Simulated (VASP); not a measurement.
Os:

```
CELL_PARAMETERS angstrom
0.00000 1.92204 1.92204
1.92204 0.00000 1.92204
1.92204 1.92204 0.00000
ATOMIC_POSITIONS crystal
Os 0.00000 0.00000 0.00000
```

This isn't the form of Os at room conditions, which is hcp.

Program: VASP 6.6.1. Alike in all runs: task single point; potentials or basis VASP PAW PBE potentials, release 64 (Os_sv_GW); no spin polarisation; cell as given.

Order these runs on this cell by their pressure, lowest first.
A. level PBE+D3(BJ); k mesh 6 × 6 × 6; cutoff (eV) 560; smearing tetrahedron
B. level r2SCAN+U; U Os d U = 4.2 eV; k mesh 3 × 3 × 3; cutoff (eV) 620; smearing gaussian 0.12 eV
C. level PBE+U; U Os d U = 7.5 eV, J = 0.69 eV; k mesh 4 × 4 × 4; cutoff (eV) 560; smearing gaussian 0.1 eV; LDAUTYPE 1; hund's J 0.69
D. level BLYP; k mesh 4 × 4 × 4; cutoff (eV) 560; smearing fermi-dirac 0.272114 eV

A (-3.8 GPa), C (-1.3 GPa), D (21.6 GPa), B (23.1 GPa).

Caveats: all runs use coarse meshes; the PAW data sets were made with another functional, which shifts forces and pressure a little (at least some runs); U without spin polarisation on a metal has little footing (at least some runs); the U is typed as a test and isn't derived for this compound (at least some runs); so wide a smearing shifts energies and pressures (at least some runs); three body term missing (at least some runs); tetrahedron occupations give inexact forces and stress in metals (at least some runs).
